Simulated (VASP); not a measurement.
# Si (Imma) in VASP: G0W0 quasiparticle levels with PBEsol

Aim: the G0W0 quasiparticle levels of Si with PBEsol.

Everything below comes from runs of VASP 6.6.1. Logs are shortened: lines on timing, memory, paths and dates and some standing lists are left out, and cuts for length are marked.

## Step 1: The cell of the first run

The structure is orthorhombic, space group Imma (No. 74). Conventional cell: a = 3.804 Å, b = 3.845 Å, c = 5.453 Å, α = 90.00°, β = 90.00°, γ = 90.00°. Within 3.1 Å of Si (site symmetry mm2) lie 4 Si at 2.34 to 2.35 Å.

## Step 2: G0W0 quasiparticle levels, PBEsol

Input file POSCAR:

```
Si
1.0
   -0.0145234386      2.7040876579      2.7267395126
    2.7040876579     -0.0145234386      2.7267395126
    2.6895642193      2.6895642193      0.0000000000
Si
2
Direct
   -0.0007399665     -0.0007399665      0.0007399665
    0.2507399665      0.2507399665      0.2492600335
```

Input file INCAR.step1:

```
  PREC = Accurate
  ENCUT = 500
  EDIFF = 1E-8
  ISMEAR = 0
  SIGMA = 0.01
  LREAL = False
  LASPH = True
  NELM = 60
  ALGO = Normal
  LWAVE = True
  LCHARG = False
  GGA = PS
```

Input file INCAR.step2:

```
  PREC = Accurate
  ENCUT = 500
  EDIFF = 1E-8
  ISMEAR = 0
  SIGMA = 0.01
  LREAL = False
  LASPH = True
  NELM = 1
  ALGO = Exact
  LWAVE = True
  LCHARG = False
  GGA = PS
  NBANDS = 222
  LOPTICS = True
  ISTART = 1
```

Input file INCAR.step3:

```
  PREC = Accurate
  ENCUT = 500
  EDIFF = 1E-8
  ISMEAR = 0
  SIGMA = 0.01
  LREAL = False
  LASPH = True
  ALGO = EVGW0
  LWAVE = False
  LCHARG = False
  GGA = PS
  NELMGW = 1
  NBANDS = 222
  ENCUTGW = 180.0
  NOMEGA = 96
  PRECFOCK = Fast
  ISTART = 1
  NBANDSGW = 12
  OMEGAMAX = 20
```

Input file KPOINTS:

```
regular mesh
0
Gamma
  4 4 4
```

Potentials or basis: VASP PAW PBE potentials, release 64 (Si_GW).

Run with:

```sh
> cat potpaw_PBE.64/Si_GW/POTCAR > POTCAR
> cp INCAR.step1 INCAR
> mpirun -np 1 vasp_std > vasp.out
> cp INCAR.step2 INCAR
> mpirun -np 1 vasp_std > vasp.out
> cp INCAR.step3 INCAR
> mpirun -np 1 vasp_std > vasp.out
```

OUTCAR:

```text
PREC = Accurate
   ENCUT = 500
   EDIFF = 1E-8
   ISMEAR = 0
   LREAL = False
   LASPH = True
   GGA = PS
   NELMGW = 1
   ENCUTGW = 180.0
   PRECFOCK = Fast
   ISTART = 1

 ion  position               nearest neighbor table
   1  0.999  0.999  0.001-   2 2.34   2 2.34   2 2.35   2 2.35
   2  0.251  0.251  0.249-   1 2.34   1 2.34   1 2.35   1 2.35

  LATTYP: Found a body centered orthorhombic cell.
 ALAT       =     3.8036181958
 B/A-ratio  =     1.0107998452
 C/A-ratio  =     1.4337608941

  Lattice vectors:

 A1 = (   0.0145234386,  -2.7040876579,  -2.7267395126)
 A2 = (  -0.0145234386,   2.7040876579,  -2.7267395126)
 A3 = (   2.7040876579,  -0.0145234386,   2.7267395126)

Analysis of symmetry for initial positions (statically):
=====================================================================
 Subroutine PRICEL returns:
 Original cell was already a primitive cell.

 Routine SETGRP: Setting up the symmetry group for a
 body centered orthorhombic supercell.

 Subroutine GETGRP returns: Found  8 space group operations
 (whereof  4 operations were pure point group operations)
 out of a pool of  8 trial point group operations.

The static configuration has the point symmetry C_2v.
 The point group associated with its full space group is D_2h.

Analysis of symmetry for dynamics (positions and initial velocities):
=====================================================================
 Subroutine PRICEL returns:
 Original cell was already a primitive cell.

 Routine SETGRP: Setting up the symmetry group for a
 body centered orthorhombic supercell.

 Subroutine GETGRP returns: Found  8 space group operations
 (whereof  4 operations were pure point group operations)
 out of a pool of  8 trial point group operations.

The dynamic configuration has the point symmetry C_2v.
 The point group associated with its full space group is D_2h.

 Subroutine INISYM returns: Found  8 space group operations
 (whereof  4 operations are pure point group operations),
 and found     1 'primitive' translations

----------------------------------------------------------------------------------------

                                     Primitive cell
[... 84 lines left out ...]
   EDIFF  = 0.1E-07   stopping-criterion for ELM
   LREAL  =      F    real-space projection
   EDIFFG = 0.1E-06   stopping-criterion for IOM
   NSW    =      0    number of steps for IOM
   IBRION =     -1    ionic relax: 0-MD 1-quasi-New 2-CG
   NFREE  =      0    steps in history (QN), initial steepest desc. (CG)
   ISIF   =      0    stress and relaxation
   ISYM   =      3    0-nonsym 1-usesym 2-fastsym
   POTIM  = 0.5000    time-step for ionic-motion
   TEBEG  =    0.0;   TEEND  =   0.0 temperature during run
   PSTRESS=    0.0 pullay stress
   NELECT =       8.0000    total number of electrons
   NUPDOWN=      -1.0000    fix difference up-down
   EMIN   =  10.00;   EMAX   =-10.00  energy-range for DOS
   EFERMI =   0.00;   METHOD = LEGACY
   ISMEAR =     0;   SIGMA  =   0.01  broadening in eV -4-tet -1-fermi 0-gaus
   EFERMI_NEDOS =   21; number of points for ismear=-14 and -15
   IALGO  =     38    algorithm
   IMIX   =      4    mixing-type and parameters
     AMIX     =   0.40;   BMIX     =  1.00
     AMIX_MAG =   1.60;   BMIX_MAG =  1.00
  volume/ion in A,a.u.               =      19.94       134.55
  Fermi-wavevector in a.u.,A,eV,Ry     =   0.958379  1.811074 12.496819  0.918490
  Thomas-Fermi vector in A             =   2.087481
   LORBIT       =      0    0 simple, 1 ext, 2 COOP (PROOUT), +10 PAW based schemes
   GGA     = PS    functional components
   LHFCALC =     T    Hartree Fock is set to
   PRECFOCK=fast      Normal, Fast or Accurate (Low or Medium for compatibility)
   ENCUT4O =  -1.0   cutoff for four orbital integrals eV
   NKREDX  =     1    reduce k-point grid by
   NKREDY  =     1    reduce k-point grid by
   NKREDZ  =     1    reduce k-point grid by
   AEXX    =    1.0000 exact exchange contribution
   HFSCREEN=    0.0000 screening length (either q_TF or 0.3 A-1)
   HFSCREENC=   0.0000 screening length for correlation (either q_TF or 0.3 A-1)
   ENCUTFOCK=  -1.0 apply spherical cutoff to Coloumb kernel
   IVDW    =     0    specifies the selected vdW correction
   LEPSILON=     F    determine dielectric tensor
   LRPA    =     F    only Hartree local field effects (RPA)
   LRPAFORCE           =     F    calculate RPA forces
   ENCUTGW             = 180.0    cutoff for response function in eV
   ENCUTGWSOFT         = 144.0    soft cutoff for Coulomb kernel in GW response function in eV
   ENCUTLF             =  -1.0    cutoff for local field effects
   NELMGW              =     1    number of iterations in solving QP/BSE equation
   NELMHF              =     1    number of iterations in the inner HF iteration
   NKREDLFX            =     1    NKREDLFY  =   1   NKREDLFZ  =   1
 non-spin polarized calculation
 Gauss-broadening in eV      SIGMA  =   0.01
  energy-cutoff  :      500.00
  volume of cell :       39.88
 maximum number of plane-waves:      1025
  NGX = 16; NGY = 16; NGZ = 16
   NGX = 13   NGY = 13   NGZ = 13
 maximum number of plane-waves:       228

 QP shifts <psi_nk| G(iteration)W_0 |psi_nk>: iteration 1
 for sc-GW calculations column KS-energies equals QP-energies in previous step
 and V_xc(KS)=  KS-energies - (<T + V_ion + V_H > + <T+V_H+V_ion>^1  + <V_x>^1)

 k-point   1 :       0.0000    0.0000    0.0000
  band No.  KS-energies  QP-energies   sigma(KS)   V_xc(KS)     V^pw_x(r,r')   Z            occupation Imag(sigma)

      1      -6.5218      -6.9871     -11.1430     -10.4796     -17.4856       0.7014       2.0000       1.1607
      2       5.4679       4.8873     -12.1852     -11.4208     -13.0154       0.7596       2.0000       0.0145
      3       5.4747       4.8961     -12.1510     -11.3890     -12.9757       0.7593       2.0000       0.0140
      4       5.5825       5.0038     -12.1876     -11.4255     -12.9995       0.7593       2.0000       0.0149
      5       7.9403       8.0443     -10.0258     -10.1626      -5.6089       0.7601       0.0000      -0.0742
      6       8.0158       8.1198     -10.0419     -10.1786      -5.5990       0.7607       0.0000      -0.0745
      7       8.0617       8.1655     -10.0416     -10.1786      -5.5875       0.7583       0.0000      -0.0747
      8       8.8856       9.0769     -10.8085     -11.0654      -5.7957       0.7451       0.0000      -0.0996
      9      13.1002      13.2485      -9.8736     -10.0685      -4.2189       0.7609       0.0000      -0.2085
     10      13.2208      13.1504      -8.1657      -8.0750      -2.6458       0.7769       0.0000      -0.2825
     11      13.2558      13.4049      -9.8819     -10.0800      -4.1922       0.7523       0.0000      -0.2183
     12      16.4321      16.3354      -8.6471      -8.5178      -2.2688       0.7479       0.0000      -0.5680
[... 260 lines left out ...]
      1      -2.1572      -2.6492     -11.7157     -11.0011     -16.0618       0.6885       2.0000       0.4448
      2      -2.1572      -2.6492     -11.7157     -11.0011     -16.0618       0.6885       2.0000       0.4448
      3       1.5692       1.0188     -10.8281     -10.0770     -12.8978       0.7328       2.0000       0.0674
      4       1.5692       1.0188     -10.8281     -10.0770     -12.8978       0.7328       2.0000       0.0674
      5       9.6022       9.6104      -9.6967      -9.7076      -4.9363       0.7555       0.0000      -0.1010
      6       9.6022       9.6104      -9.6967      -9.7076      -4.9363       0.7555       0.0000      -0.1010
      7      10.3751      10.4936     -10.0179     -10.1765      -4.6899       0.7470       0.0000      -0.1482
      8      10.3751      10.4936     -10.0179     -10.1765      -4.6899       0.7470       0.0000      -0.1482
      9      16.1497      16.2001     -10.7000     -10.7696      -3.8640       0.7240       0.0000      -0.5406
     10      16.1497      16.2001     -10.7000     -10.7696      -3.8640       0.7240       0.0000      -0.5406
     11      18.6249      18.6950     -10.4357     -10.5299      -3.3786       0.7447       0.0000      -0.7363
     12      18.6249      18.6950     -10.4357     -10.5299      -3.3786       0.7447       0.0000      -0.7363
```

OUTCAR.step1:

```text
PREC = Accurate
   ENCUT = 500
   EDIFF = 1E-8
   ISMEAR = 0
   LREAL = False
[... 414 lines left out ...]
      2.68956      2.68956      5.44944         0.000000      0.000000      0.009249
      1.34478      1.34478      1.36741        -0.000000     -0.000000     -0.009249
 -----------------------------------------------------------------------------------
    total drift:                                0.000000     -0.000000     -0.000000

  FREE ENERGIE OF THE ION-ELECTRON SYSTEM (eV)
  ---------------------------------------------------
  free  energy   TOTEN  =       -11.2954674473 eV

  energy  without entropy=      -11.2954674473  energy(sigma->0) =      -11.29546745
```

OUTCAR.step2:

```text
PREC = Accurate
   ENCUT = 500
   EDIFF = 1E-8
   ISMEAR = 0
   LREAL = False
[... 892 lines left out ...]
     0.00000    25.80461    25.80461    25.78983     0.13231     0.00000     0.00000
     2.17248    55.10059    55.10059    54.66678     0.46265     0.00000     0.00000
     4.34496   -29.13007   -29.13007   -28.59114     0.93363    -0.00000    -0.00000
     6.51744    -6.94490    -6.94490    -7.06010    -0.06693    -0.00000    -0.00000
     8.68992    -3.91341    -3.91341    -3.99415    -0.02650    -0.00000    -0.00000
    10.86240    -2.29847    -2.29847    -2.20234     0.08562    -0.00000    -0.00000
[... 92 lines left out ...]
   212.90294     0.99203     0.99203     0.99205    -0.00003    -0.00000    -0.00000
   215.07542     0.99220     0.99220     0.99222    -0.00003    -0.00000    -0.00000
```

Run time: 5.5 min. Hardware: 1 thread of Intel Xeon Platinum 8488C (Sapphire Rapids), shared host; peak memory 0.59 GiB.

What came out:

- Quasiparticle gap: 1.06 eV
- Least direct quasiparticle gap: 3.04 eV
- Band gap of the starting levels on the mesh: 0.45 eV
- Least direct gap of the starting levels on the mesh: 2.36 eV

Caveat: the k points lie up to 0.50 Å⁻¹ apart; bands, screening cutoff and mesh are small and nothing is extrapolated, so the quasiparticle values aren't converged.
